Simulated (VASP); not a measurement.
Runs of VASP 6.6.1 on Ti3Al. The structure is that of space group Fm-3m (No. 225), or close to it. The cells are those of the table. 

```csv
level,spin,cell,gap on the mesh (eV),pressure (GPa),moment (μB)
PBE,"collinear, ferromagnetic start","a = 4.570 Å, angles 60.0°, 4 atoms",none,-0.3,1.91
r2SCAN,"collinear, ferrimagnetic start","a = 4.570 Å, angles 60.0°, 4 atoms",none,0.1,(a)
PBE,"collinear, ferrimagnetic start","a = 4.570 Å, angles 60.0°, 4 atoms",none,-0.3,1.91
PBE,"collinear, ferrimagnetic start","a = 4.857 Å, angles 60.0°, 4 atoms",none,-14.0,2.54
```

Alike in all rows: task single point; potentials or basis VASP PAW PBE potentials, release 64 (Ti_sv, Al); k mesh 10 × 10 × 10; cutoff (eV) 520; smearing gaussian 0.05 eV.

Task: Fill in the values left out.

Result: (a) 2.42.

Caveats: the PAW data sets were made with another functional, which shifts forces and pressure a little (some runs).

A gap of «none» marks levels without a gap at the run's occupations.
